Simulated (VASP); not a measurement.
Pd: single point with PBEsol

Pd:

```xyz
1
Lattice="2.5059 0.0000 0.0000 0.0000 2.5059 0.0000 0.0000 0.0000 2.5059" Properties=species:S:1:pos:R:3 pbc="T T T"
Pd    0.0000    0.0000    0.0000
```

| Property | Result |
| --- | --- |
| Program | VASP 6.6.1 |
| Task | single point |
| Functional | PBEsol |
| Potentials or basis | VASP PAW PBE potentials, release 64 (Pd) |
| Cutoff | 520 eV |
| k mesh | 8 × 8 × 8 |
| Occupations | gaussian, width 0.1 eV |
| Spin | no spin polarisation |

```
Pressure               : 12.2 GPa
Band gap on the k mesh : zero (band 5 reaches 10.39 eV, above the bottom of band 6 at 8.12 eV)
```

Levels at points of the mesh, in eV from the Fermi level:
| k point | band 2 | band 3 | band 4 | band 5 | band 6 | band 7 | band 8 | band 9 |
| --- | --- | --- | --- | --- | --- | --- | --- | --- |
| (0.00, 0.00, 0.00) | -5.40 | -5.40 | 0.07 | 0.07 | 0.07 | 17.28 | 17.28 | 17.28 |
| (0.50, 0.00, 0.00) | -4.59 | -1.83 | -1.83 | -0.03 | 0.25 | 5.53 | 18.53 | 22.02 |
| (0.50, 0.50, 0.00) | -4.03 | -1.47 | -1.47 | 1.42 | 5.65 | 5.65 | 13.05 | 13.09 |
| (0.50, 0.50, 0.50) | -4.65 | -4.65 | 1.54 | 1.54 | 10.84 | 12.02 | 12.02 | 12.02 |

It took 6.7 s on 1 thread of AMD EPYC 7R13 Processor (Zen 3), on a shared host, peak memory 0.09 GiB.

Caveat: the PAW data sets were made with another functional, which shifts forces and pressure a little.
